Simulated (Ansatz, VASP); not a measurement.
# CdS in VASP and in Ansatz

INCAR

```
SYSTEM = CdS
PREC = Accurate
ENCUT = 500
EDIFF = 1E-6
ISMEAR = -5
SIGMA = 0.05
LREAL = .False.
LASPH = .True.
NELM = 200
ALGO = Normal
ISIF = 2
LWAVE = .False.
LCHARG = .True.
ISPIN = 2
MAGMOM = 0.5 -0.25 0 0
LORBIT = 11
GGA = LIBXC
LIBXC1 = GGA_X_B88
LIBXC2 = GGA_C_PBE
LELF = .True.
LVHAR = .True.
NBANDS = 30
GGA_COMPAT = .False.
```

Contents of KPOINTS:

```
Automatic mesh
0
Gamma
  7 7 4
  0 0 0
```

File POSCAR:

```
CdS
1.0
    4.2313932131      0.0000000000      0.0000000000
   -2.1156966065      3.6644940159      0.0000000000
    0.0000000000      0.0000000000      6.8691315847
Cd S
2 2
Direct
    0.6666666667      0.3333333333      0.5000000000
    0.3333333333      0.6666666667      0.0000000000
    0.6666666667      0.3333333333      0.8750000000
    0.3333333333      0.6666666667      0.3750000000
```

The input input.yaml:

```yaml
crystal:
  lattice:
    - [4.2313932131, 0.0, 0.0]
    - [-2.1156966065, 3.6644940159, 0.0]
    - [0.0, 0.0, 6.8691315847]
  atoms:
    - { symbol: Cd, position: [0.6666666667, 0.3333333333, 0.5], spin: 0.5 }
    - { symbol: Cd, position: [0.3333333333, 0.6666666667, 0.0], spin: -0.25 }
    - { symbol: S, position: [0.6666666667, 0.3333333333, 0.875] }
    - { symbol: S, position: [0.3333333333, 0.6666666667, 0.375] }
kpoints:
  mp_grid: { grid: [7, 7, 4] }
scf:
  occupations: { method: tetrahedron }
hamiltonian:
  xc: { exchange: b88, correlation: pbe }
  pseudopotentials:
    kind: all_electron
    lapw: { basis_error: 0.0005 }
    relativity: none
magnetization:
  spin_polarized: true
output:
  forces: true
  stress: true
  eigenvalues: true
```

Change from the starting cell: volume scaled by 1.06.

Alike in both runs: task single point; functional b88 exchange, pbe correlation; k mesh 7 × 7 × 4; occupations tetrahedron; collinear spin.

|  | VASP | Ansatz |
| --- | --- | --- |
| version | VASP 6.6.1 | Ansatz 0.2.0 |
| potentials or method | VASP PAW PBE potentials, release 64 (Cd, S), cutoff 500 eV | all-electron LAPW, non-relativistic |

Ansatz gave:

- gap on the k mesh at the Fermi level (eV): 1.57
- least direct gap on the mesh (eV): 1.57
- pressure (GPa): 0.5
- traceless stress, the component that is largest in VASP (GPa): 0.27
- rms of the force components (eV/Å): 0.042
- net moment per atom (μB): 0.00

What did VASP give for the same quantities?

gap on the k mesh at the Fermi level (eV): 1.07; least direct gap on the mesh (eV): 1.07; pressure (GPa): -0.9; traceless stress, the component that is largest in VASP (GPa): 0.31; rms of the force components (eV/Å): 0.033; net moment per atom (μB): 0.00.

VASP's potentials were made for PBE, not for b88 exchange, pbe correlation. Atom by atom the forces differ by 0.008 eV/Å (rms over components). Ansatz ran all-electron here, and VASP with PAW potentials.

A gap of «none» marks a metal or a gap under the smearing width.
